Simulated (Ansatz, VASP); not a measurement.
Two plane-wave programs on Li

File INCAR:

```
PREC = Accurate ; ENCUT = 600
EDIFF = 1E-6 ; ISMEAR = -1
SIGMA = 0.05 ; LREAL = F
LASPH = T ; NELM = 80
ALGO = Normal ; ISIF = 3
LWAVE = F ; LCHARG = F
GGA = PE ; IVDW = 12
IBRION = 2 ; NSW = 60
EDIFFG = -0.005
```

The input KPOINTS:

```
Automatic mesh
0
Gamma
  14 14 14
```

Contents of POSCAR:

```
Li
1.0
    2.7937906620      0.0000000000      0.0000000000
    0.0000000000      2.7937906620      0.0000000000
    0.0000000000      0.0000000000      2.7937906620
Li
1
Direct
    0.0000000000      0.0000000000      0.0000000000
```

Input for Ansatz:

```yaml
crystal:
  lattice:
    - [2.793790662, 0.0, 0.0]
    - [0.0, 2.793790662, 0.0]
    - [0.0, 0.0, 2.793790662]
  atoms:
    - { symbol: Li, position: [0.0, 0.0, 0.0] }
kpoints:
  mp_grid: { grid: [14, 14, 14] }
scf:
  occupations: { method: fermi_dirac, width: 0.05 }
hamiltonian:
  xc: pbe
  pseudopotentials: { kind: paw }
  dispersion: d3bj
output:
  forces: true
  stress: true
relax:
  f_tol: 0.005
  max_steps: 40
  cell: {}
```

Alike in both runs: task relaxation of cell and atoms; functional PBE; dispersion D3(BJ); k mesh 14 × 14 × 14; occupations fermi-dirac, width 0.05 eV; no spin polarisation.

|  | VASP | Ansatz |
| --- | --- | --- |
| version | VASP 6.6.1 | Ansatz 0.2.0 |
| potentials or method | VASP PAW PBE potentials, release 64 (Li_sv) | PAW with Ansatz's default frozen-core files, scalar-relativistic |
| plane-wave cutoff (eV) | 600 | 420 |
| valence electrons in the cell | 3 | 3 |

Ansatz gave:

```
relaxed volume (Å³/atom)                                     : 18.27
relaxed cell length with the largest relative difference (Å) : 2.634
```

Q: What did VASP give for the same quantities?

A: Relaxed volume (Å³/atom): 17.96; relaxed cell length with the largest relative difference (Å): 2.619.

Noted on VASP's run: the cutoff is short for stress, so the pressure is rough; the volume moved by over 15 % at a fixed basis, so the end points are rough.
